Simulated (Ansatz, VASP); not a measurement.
# Be3TeSe2: VASP beside Ansatz

```
CELL_PARAMETERS angstrom
-1.89167 1.89167 7.99904
1.89167 -1.89167 7.99904
1.89167 1.89167 -7.99904
ATOMIC_POSITIONS crystal
Be 0.75000 0.25000 0.50000
Be 0.09264 0.59264 0.50000
Be 0.40736 0.90736 0.50000
Te 0.00000 0.00000 0.00000
Se 0.67117 0.67117 0.00000
Se 0.32883 0.32883 0.00000
```

Alike in both runs: functional PBE; k mesh 10 × 10 × 10; occupations gaussian, width 0.02 eV; no spin polarisation.

Ansatz relaxed the structure, and its values are those at the end. VASP's run is a single point on that final structure, the one shown.

```csv
,VASP,Ansatz
version,VASP 6.6.1,Ansatz 0.2.0
potentials or method,"VASP PAW PBE potentials, release 64 (Be, Te, Se), cutoff 520 eV","scalar-relativistic, plane waves, PAW"
valence electrons in the cell,24,54
```

|  | VASP | Ansatz | Ansatz less VASP |
| --- | --- | --- | --- |
| gap on the k mesh at the Fermi level (eV) | 2.16 | 2.18 | +0.012 |
| least direct gap on the mesh (eV) | 2.46 | 2.47 | +0.012 |
| pressure (GPa) | 0.2 | 0.0 | -0.17 |
| rms of the force components (eV/Å) | 0.004 | 0.001 | -0.0025 |

VASP's potentials hold 24 valence electrons a cell and Ansatz's 54, so a difference there can come from the potentials and not from the codes.

Spin-orbit coupling is off throughout.
